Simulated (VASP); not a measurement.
Runs of VASP 6.6.1 on Na. The structure is that of space group Fd-3m (No. 227), or close to it. The cells are those of the table. This isn't the form of Na at room conditions, which is bcc.

```tsv
cell	k mesh	gap on the mesh (eV)	pressure (GPa)
a = 5.150 Å, angles 60.0°, 2 atoms	12 × 12 × 12	none	0.0
a = 5.348 Å, angles 60.0°, 2 atoms	9 × 9 × 9	none	-0.3
a = 5.009 Å, angles 60.0°, 2 atoms	9 × 9 × 9	none	(b)
a = 5.284 Å, angles 60.0°, 2 atoms	9 × 9 × 9	none	-0.2
a = 5.080 Å, angles 60.0°, 2 atoms	9 × 9 × 9	none	0.2
a = 5.150 Å, angles 60.0°, 2 atoms	9 × 9 × 9	none	0.0
a = 4.935 Å, angles 60.0°, 2 atoms	9 × 9 × 9	none	(a)
a = 5.218 Å, angles 60.0°, 2 atoms	9 × 9 × 9	none	-0.1
```

Alike in all rows: task single point; level LDA; potentials or basis VASP PAW LDA potentials, release 64 (Na_pv); no spin polarisation; cutoff (eV) 520; smearing fermi-dirac 0.1 eV.

Task: Estimate the missing entries.

Result: (a) 0.6; (b) 0.4.

A gap of «none» marks levels without a gap at the run's occupations.
